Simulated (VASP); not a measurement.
Runs of VASP 6.6.1 on KCl. The structure is that of space group Pm-3m (No. 221), or close to it. The cells are those of the table. 

```csv
task,level,cell,k mesh,cutoff (eV),grid for exact exchange (PRECFOCK),screening parameter,gap on the mesh (eV),pressure (GPa)
single point,PBEsol,"a = 3.914 Å, 2 atoms",7 × 7 × 7,520,-,-,4.42,-2.2
single point,PBEsol,"a = 3.839 Å, 2 atoms",6 × 6 × 6,520,-,-,4.62,-1.4
single point,PBE,"a = 3.839 Å, 2 atoms",7 × 7 × 7,520,-,-,4.82,0.0
relaxation of cell and atoms,PBEsol,"relaxed from a = 3.839 Å, 2 atoms",7 × 7 × 7,600,-,-,(b),0.0
single point,r2SCAN,"a = 3.813 Å, 2 atoms",7 × 7 × 7,520,-,-,5.67,-0.8
single point,PBE,"a = 3.761 Å, 2 atoms",7 × 7 × 7,520,-,-,(a),1.3
single point,r2SCAN,"a = 3.761 Å, 2 atoms",7 × 7 × 7,520,-,-,5.87,0.1
single point,HSE06,"a = 3.914 Å, 2 atoms",4 × 4 × 4,520,Normal,0.2079 1/Å,5.87,-1.3
```

Alike in all rows: potentials or basis VASP PAW PBE potentials, release 64 (K_sv, Cl); no spin polarisation; smearing fermi-dirac 0.05 eV.

Task: Fill in the values left out.

Result: (a) 5.09; (b) 4.96.

Caveats: the PAW data sets were made with another functional, which shifts forces and pressure a little (some runs).

A k mesh can miss the band edges.
